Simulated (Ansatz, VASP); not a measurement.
Au: VASP beside Ansatz

```
Au
1.0
    -1.70699    1.70699    1.60755
     1.70699   -1.70699    1.60755
     1.70699    1.70699   -1.60755
Au
1
Cartesian
  0.0000 0.0000 0.0000
```

Change from the starting cell: strain +0.030 along x and y, -0.030 along z, atoms carried along.

Alike in both runs: task single point; functional PBEsol; k mesh 20 × 20 × 20; occupations gaussian, width 0.15 eV; no spin polarisation.

```csv
,VASP,Ansatz
version,VASP 6.6.1,Ansatz 0.2.0
potentials or method,"VASP PAW PBE potentials, release 64 (Au), cutoff 520 eV","scalar-relativistic, plane waves, PAW"
valence electrons in the cell,11,19
```

|  | VASP | Ansatz | Ansatz less VASP |
| --- | --- | --- | --- |
| gap on the k mesh at the Fermi level (eV) | none | none | - |
| pressure (GPa) | -12.5 | -12.4 | +0.17 |
| traceless stress, the component that is largest in VASP (GPa) | -0.53 | -0.52 | +0.007 |

VASP's potentials were made for PBE, not for PBEsol. A gap of «none» marks a metal or a gap that the smearing closes. With one functional, cell and mesh, what is left measures potentials, basis and numerics. VASP's potentials hold 11 valence electrons a cell and Ansatz's 19, so a difference there can come from the potentials and not from the codes.

Neither program's run includes spin-orbit coupling.
